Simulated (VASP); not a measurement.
# K (Cmcm) in VASP: settings compared

K is run at these levels: BLYP, PBE+D3(BJ), PBE; tasks: single point, relaxation of the atoms.

Program: VASP 6.6.1. These are calculated values, not measurements. Logs are shortened: lines on timing, memory, paths and dates and some standing lists are left out, and cuts for length are marked.

## (1) The cell of the first run

It takes space group Cmcm (No. 63, orthorhombic). Conventional cell: a = 4.876 Å, b = 8.095 Å, c = 7.812 Å, α = 90.00°, β = 90.00°, γ = 90.00°.

## (2) Single point, BLYP

File INCAR:

```
PREC = Accurate
ENCUT = 520
EDIFF = 1E-7
ISMEAR = 0
SIGMA = 0.1
LREAL = False
LASPH = True
NELM = 60
ALGO = Normal
ISIF = 2
LWAVE = False
LCHARG = False
GGA = B5
ALDAX = 1.0
AGGAX = 1.0
AGGAC = 1.0
ALDAC = 0.0
NBANDS = 16
```

File KPOINTS:

```
regular mesh
0
Gamma
  4 4 2
```

File POSCAR:

```
K
1.0
    2.4379623500     -4.0476104500      0.0000000000
    2.4379623500      4.0476104500      0.0000000000
    0.0000000000      0.0000000000      7.8117980100
K
2
Direct
    0.8206130200      0.1793869800      0.2500000000
    0.1793869800      0.8206130200      0.7500000000
```

Potentials or basis: VASP PAW PBE potentials, release 64 (K_sv).

Started as:

```bash
> cat potpaw_PBE.64/K_sv/POTCAR > POTCAR
> mpirun -np 1 vasp_std > vasp.out
```

OUTCAR:

```text
PREC = Accurate
   ENCUT = 520
   EDIFF = 1E-7
   ISMEAR = 0
   LREAL = False
   LASPH = True
   NELM = 60
   ISIF = 2
   GGA = B5

 ion  position               nearest neighbor table
   1  0.821  0.179  0.250-
   2  0.179  0.821  0.750-

  LATTYP: Found a base centered orthorhombic cell.
 ALAT       =     4.8759247000
 B/A-ratio  =     1.6602432150
 C/A-ratio  =     1.6021162119

  Lattice vectors:

 A1 = (   2.4379623500,  -4.0476104500,   0.0000000000)
 A2 = (   2.4379623500,   4.0476104500,   0.0000000000)
 A3 = (   0.0000000000,   0.0000000000,   7.8117980100)

Analysis of symmetry for initial positions (statically):
=====================================================================
 Subroutine PRICEL returns:
 Original cell was already a primitive cell.

 Routine SETGRP: Setting up the symmetry group for a
 base centered orthorhombic supercell.

 Subroutine GETGRP returns: Found  8 space group operations
 (whereof  4 operations were pure point group operations)
 out of a pool of  8 trial point group operations.

The static configuration has the point symmetry C_2h.
 The point group associated with its full space group is D_2h.

Analysis of symmetry for dynamics (positions and initial velocities):
=====================================================================
 Subroutine PRICEL returns:
 Original cell was already a primitive cell.

 Routine SETGRP: Setting up the symmetry group for a
 base centered orthorhombic supercell.

 Subroutine GETGRP returns: Found  8 space group operations
 (whereof  4 operations were pure point group operations)
 out of a pool of  8 trial point group operations.

The dynamic configuration has the point symmetry C_2h.
 The point group associated with its full space group is D_2h.

 Subroutine INISYM returns: Found  8 space group operations
 (whereof  4 operations are pure point group operations),
 and found     1 'primitive' translations

----------------------------------------------------------------------------------------

                                     Primitive cell

  volume of cell :     154.1724

  direct lattice vectors                    reciprocal lattice vectors
     2.437962350 -4.047610450  0.000000000     0.205089303 -0.123529674  0.000000000
     2.437962350  4.047610450  0.000000000     0.205089303  0.123529674  0.000000000
     0.000000000  0.000000000  7.811798010     0.000000000  0.000000000  0.128011502

  length of vectors
     4.725125477  4.725125477  7.811798010     0.239418468  0.239418468  0.128011502

  position of ions in fractional coordinates (direct lattice)
     0.820613020  0.179386980  0.250000000
     0.179386980  0.820613020  0.750000000

  ion indices of the primitive-cell ions
   primitive index   ion index
                 1           1
                 2           2

----------------------------------------------------------------------------------------

 KPOINTS: regular mesh

Automatic generation of k-mesh.
 Grid dimensions read from file:
 generate k-points for:    4    4    2

 Generating k-lattice:

  Cartesian coordinates                     Fractional coordinates (reciprocal lattice)
     0.051272326 -0.030882419  0.000000000     0.250000000 -0.000000000  0.000000000
     0.051272326  0.030882419  0.000000000    -0.000000000  0.250000000  0.000000000
     0.000000000  0.000000000  0.064005751     0.000000000  0.000000000  0.500000000

  Length of vectors
     0.059854617  0.059854617  0.064005751

  Shift w.r.t. Gamma in fractional coordinates (k-lattice)
     0.000000000  0.000000000  0.000000000

 Subroutine IBZKPT returns following result:
 ===========================================

 Found     14 irreducible k-points:

 Following reciprocal coordinates:
            Coordinates               Weight
  0.000000  0.000000  0.000000      1.000000
  0.250000  0.000000  0.000000      4.000000
  0.500000  0.000000  0.000000      2.000000
  0.250000  0.250000  0.000000      2.000000
  0.500000  0.250000  0.000000      4.000000
 -0.250000  0.250000  0.000000      2.000000
  0.500000  0.500000  0.000000      1.000000
  0.000000  0.000000  0.500000      1.000000
  0.250000  0.000000  0.500000      4.000000
  0.500000  0.000000  0.500000      2.000000
  0.250000  0.250000  0.500000      2.000000
  0.500000  0.250000  0.500000      4.000000
 -0.250000  0.250000  0.500000      2.000000
  0.500000  0.500000  0.500000      1.000000
   k-points           NKPTS =     14   k-points in BZ     NKDIM =     14   number of bands    NBANDS=     16
   number of dos      NEDOS =    301   number of ions     NIONS =      2
   total plane-waves  NPLWV =  77760
   dimension x,y,z NGX =    36 NGY =   36 NGZ =   60
   dimension x,y,z NGXF=    72 NGYF=   72 NGZF=  120
   ions per type =               2
   NGX,Y,Z   is equivalent  to a cutoff of  12.67, 12.67, 12.77 a.u.
   NGXF,Y,Z  is equivalent  to a cutoff of  25.33, 25.33, 25.54 a.u.
 SYSTEM =  unknown system
   PREC   = accura    normal or accurate (medium, high low for compatibility)
   ISTART =      0    job   : 0-new  1-cont  2-samecut
   ICHARG =      2    charge: 1-file 2-atom 10-const
   ISPIN  =      1    spin polarized calculation?
   LNONCOLLINEAR =      F non collinear calculations
   LSORBIT =      F    spin-orbit coupling
   LASPH  =      T    aspherical Exc in radial PAW
   ENCUT  =  520.0 eV  38.22 Ry    6.18 a.u.   8.79  8.79 14.52*2*pi/ulx,y,z
   NELM   =     60;   NELMIN=  2; NELMDL= -5     # of ELM steps
   EDIFF  = 0.1E-06   stopping-criterion for ELM
   LREAL  =      F    real-space projection
   EDIFFG = 0.1E-05   stopping-criterion for IOM
   NSW    =      0    number of steps for IOM
   IBRION =     -1    ionic relax: 0-MD 1-quasi-New 2-CG
   NFREE  =      0    steps in history (QN), initial steepest desc. (CG)
   ISIF   =      2    stress and relaxation
   ISYM   =      2    0-nonsym 1-usesym 2-fastsym
   POTIM  = 0.5000    time-step for ionic-motion
   TEBEG  =    0.0;   TEEND  =   0.0 temperature during run
   PSTRESS=    0.0 pullay stress
   NELECT =      18.0000    total number of electrons
   NUPDOWN=      -1.0000    fix difference up-down
   EMIN   =  10.00;   EMAX   =-10.00  energy-range for DOS
   EFERMI =   0.00;   METHOD = LEGACY
   ISMEAR =     0;   SIGMA  =   0.10  broadening in eV -4-tet -1-fermi 0-gaus
   EFERMI_NEDOS =   21; number of points for ismear=-14 and -15
   IALGO  =     38    algorithm
   IMIX   =      4    mixing-type and parameters
     AMIX     =   0.40;   BMIX     =  1.00
     AMIX_MAG =   1.60;   BMIX_MAG =  1.00
  volume/ion in A,a.u.               =      77.09       520.20
  Fermi-wavevector in a.u.,A,eV,Ry     =   0.800135  1.512036  8.710674  0.640216
  Thomas-Fermi vector in A             =   1.907373
   LORBIT       =      0    0 simple, 1 ext, 2 COOP (PROOUT), +10 PAW based schemes
   GGA     = B5    functional components
   LHFCALC =     F    Hartree Fock is set to
   AEXX    =    0.0000 exact exchange contribution
   IVDW    =     0    specifies the selected vdW correction
   LEPSILON=     F    determine dielectric tensor
   LRPA    =     F    only Hartree local field effects (RPA)
 non-spin polarized calculation
 Gauss-broadening in eV      SIGMA  =   0.10
  energy-cutoff  :      520.00
  volume of cell :      154.17
 maximum number of plane-waves:      4164
   NGX = 17   NGY = 17   NGZ = 29

 number of electron      18.0000000 magnetization

 Free energy of the ion-electron system (eV)
  ---------------------------------------------------
  ext. energy  EPLUGINS =         0.00000000
  ---------------------------------------------------
  free energy    TOTEN  =        -1.39531456 eV

  energy without entropy =       -1.38131322  energy(sigma->0) =       -1.38831389

 E-fermi :   0.3786     XC(G=0):  -5.1440

 val. band max:        0.3205248356   @ k =   0.5000   0.5000   0.0000
 cond. band min:       0.3995288311   @ k =   0.2500   0.2500   0.5000
 fundamental gap:      0.0790039955
 Fermi energy:         0.3785792100

 k-point     1 :       0.0000    0.0000    0.0000
  band No.  band energies     occupation
      1     -32.0679      2.00000
      2     -32.0649      2.00000
      3     -15.6601      2.00000
      4     -15.6169      2.00000
      5     -15.6136      2.00000
      6     -15.6080      2.00000
[... 8 lines left out ...]
     15       4.3262      0.00000
     16       4.4930      0.00000

 k-point     2 :       0.2500    0.0000    0.0000
  band No.  band energies     occupation
      1     -32.0665      2.00000
      2     -32.0644      2.00000
      3     -15.6499      2.00000
      4     -15.6365      2.00000
      5     -15.6289      2.00000
      6     -15.6204      2.00000
[... 8 lines left out ...]
     15       4.3874      0.00000
     16       4.4358      0.00000

 k-point     3 :       0.5000    0.0000    0.0000
  band No.  band energies     occupation
      1     -32.0649      2.00000
      2     -32.0641      2.00000
      3     -15.6573      2.00000
      4     -15.6500      2.00000
      5     -15.6340      2.00000
      6     -15.6259      2.00000
[... 8 lines left out ...]
     15       4.0750      0.00000
     16       4.6702      0.00000

 k-point     4 :       0.2500    0.2500    0.0000
  band No.  band energies     occupation
      1     -32.0649      2.00000
      2     -32.0641      2.00000
      3     -15.6451      2.00000
      4     -15.6421      2.00000
      5     -15.6342      2.00000
      6     -15.6338      2.00000
[... 8 lines left out ...]
     15       3.1850      0.00000
     16       3.9052      0.00000
[... 134 lines left out ...]
 k-point    12 :       0.5000    0.2500    0.5000
  band No.  band energies     occupation
      1     -32.0643      2.00000
      2     -32.0643      2.00000
      3     -15.6545      2.00000
      4     -15.6545      2.00000
      5     -15.6332      2.00000
      6     -15.6332      2.00000
[... 8 lines left out ...]
     15       4.1142      0.00000
     16       4.1142      0.00000

 k-point    13 :      -0.2500    0.2500    0.5000
  band No.  band energies     occupation
      1     -32.0652      2.00000
      2     -32.0652      2.00000
      3     -15.6416      2.00000
      4     -15.6416      2.00000
      5     -15.6218      2.00000
      6     -15.6218      2.00000
[... 8 lines left out ...]
     15       4.1460      0.00000
     16       4.1460      0.00000

 k-point    14 :       0.5000    0.5000    0.5000
  band No.  band energies     occupation
      1     -32.0640      2.00000
      2     -32.0640      2.00000
      3     -15.6621      2.00000
      4     -15.6621      2.00000
      5     -15.6247      2.00000
      6     -15.6247      2.00000
[... 8 lines left out ...]
     15       4.1500      0.00000
     16       4.1500      0.00000

------------------------ aborting loop because EDIFF is reached ----------------------------------------

  FORCE on cell =-STRESS in cart. coord.  units (eV):
  Direction    XX          YY          ZZ          XY          YZ          ZX
  --------------------------------------------------------------------------------------
  -------------------------------------------------------------------------------------
  Total        0.2290467      0.0921638     -0.3907176      0.0000000      0.0000000      0.0000000
  in kB        2.3802788      0.9577769     -4.0603815      0.0000000      0.0000000      0.0000000
  external PRESSURE =      -0.2407753 kB  Pullay stress =       0.0000000 kB

 VOLUME and BASIS-vectors are now :
 -----------------------------------------------------------------------------
  energy-cutoff  :      520.00
  volume of cell :      154.17
      direct lattice vectors                 reciprocal lattice vectors
     2.437962350 -4.047610450  0.000000000     0.205089303 -0.123529674  0.000000000
     2.437962350  4.047610450  0.000000000     0.205089303  0.123529674  0.000000000
     0.000000000  0.000000000  7.811798010     0.000000000  0.000000000  0.128011502

 POSITION                                       TOTAL-FORCE (eV/Angst)
 -----------------------------------------------------------------------------------
      2.43796     -2.59543      1.95295         0.000000     -0.006492      0.000000
      2.43796      2.59543      5.85885         0.000000      0.006492     -0.000000
 -----------------------------------------------------------------------------------
    total drift:                               -0.000000     -0.000000      0.000000

  FREE ENERGIE OF THE ION-ELECTRON SYSTEM (eV)
  ---------------------------------------------------
  free  energy   TOTEN  =        -1.3953145590 eV

  energy  without entropy=       -1.3813132160  energy(sigma->0) =       -1.38831389
```

Run time: 2 min. Hardware: 1 thread of AMD EPYC, shared host; peak memory 0.22 GiB.

What came out:

```yaml
Free_energy: -1.3953 eV
Pressure: 0.0 GPa
Largest_force: 0.006 eV/Å
Band_gap_on_the_k_mesh: zero (band 9 reaches 0.88 eV, above the bottom of band 10 at -1.20 eV)
```

Forces on the atoms (eV/Å):
```
K    0.000 -0.006  0.000
K    0.000  0.006  0.000
```

Levels at points of the mesh, in eV from the Fermi level:
| k point | band 6 | band 7 | band 8 | band 9 | band 10 | band 11 | band 12 | band 13 |
| --- | --- | --- | --- | --- | --- | --- | --- | --- |
| (0.00, 0.00, 0.00) | -15.99 | -15.99 | -15.98 | -2.27 | 0.05 | 0.46 | 3.49 | 3.71 |
| (0.50, 0.00, 0.00) | -16.00 | -16.00 | -15.99 | -0.16 | 0.12 | 1.53 | 1.72 | 1.96 |
| (0.50, 0.50, 0.00) | -16.01 | -16.00 | -15.99 | -0.06 | 0.28 | 1.50 | 1.67 | 2.24 |
| (0.00, 0.00, 0.50) | -15.99 | -15.99 | -15.99 | -1.58 | -1.58 | 2.46 | 2.46 | 3.60 |
| (0.50, 0.00, 0.50) | -16.00 | -16.00 | -16.00 | 0.36 | 0.36 | 0.69 | 0.69 | 2.76 |
| (0.50, 0.50, 0.50) | -16.00 | -16.00 | -16.00 | 0.50 | 0.50 | 0.78 | 0.78 | 2.79 |

Caveat: the k points lie up to 0.40 Å⁻¹ apart; the PAW data sets were made with another functional, which shifts forces and pressure a little.

## (3) Single point, PBE+D3(BJ)

This run uses another cell than the first one, of 107.92 Å³/atom, 1.400 times its volume.

File INCAR:

```
ALGO = Fast
EDIFF = 1E-6
ENCUT = 520
GGA = PE
ISIF = 2
ISMEAR = 0
IVDW = 12
LASPH = T
LCHARG = T
LELF = T
LREAL = F
LVHAR = T
LWAVE = F
NBANDS = 16
NELM = 100
PREC = Accurate
SIGMA = 0.19
```

File KPOINTS:

```
k-points
0
Gamma
  4 4 2
```

File POSCAR:

```
K
1.0
    2.7273215222     -4.5280170523      0.0000000000
    2.7273215222      4.5280170523      0.0000000000
    0.0000000000      0.0000000000      8.7389720516
K
2
Direct
    0.8206130200      0.1793869800      0.2500000000
    0.1793869800      0.8206130200      0.7500000000
```

Potentials or basis: VASP PAW PBE potentials, release 64 (K_sv).

Started as:

```bash
> cat potpaw_PBE.64/K_sv/POTCAR > POTCAR
> mpirun -np 1 vasp_std > vasp.out
```

It took 1.9 min on 1 thread of AMD EPYC, shared host; peak memory 0.29 GiB.

Results (log left out):

| Item | Value |
| --- | --- |
| Free energy | -2.0604 eV |
| Pressure | -0.8 GPa |
| Largest force | 0.004 eV/Å |
| Band gap on the k mesh | zero (band 9 reaches -0.15 eV, above the bottom of band 10 at -1.93 eV) |
| Dispersion energy per atom | -0.073 eV |

Forces in eV/Å, atoms in the order of the input:
```
K    0.000 -0.004  0.000
K    0.000  0.004  0.000
```

Stress tensor (GPa, compression positive):
```
-0.65  0.00  0.00
 0.00 -0.71  0.00
 0.00  0.00 -0.99
```

Levels at points of the mesh, in eV from the Fermi level:
```
           k point  band 6  band 7  band 8  band 9  band 10  band 11  band 12  band 13
(0.00, 0.00, 0.00)  -15.99  -15.99  -15.99   -1.77     0.15     0.36     3.42     3.63
(0.50, 0.00, 0.00)  -16.00  -16.00  -16.00   -0.05     0.09     1.54     1.73     1.75
(0.50, 0.50, 0.00)  -16.00  -16.00  -16.00    0.04     0.21     1.56     1.74     1.93
(0.00, 0.00, 0.50)  -16.00  -16.00  -16.00   -1.24    -1.24     2.30     2.30     3.52
(0.50, 0.00, 0.50)  -16.00  -16.00  -16.00    0.42     0.42     0.56     0.56     2.77
(0.50, 0.50, 0.50)  -16.00  -16.00  -16.00    0.54     0.54     0.65     0.65     2.76
```

Caveat: pairwise dispersion overbinds metals, which lowers pressure and volume.

(Part 1 of 2 ends here.)
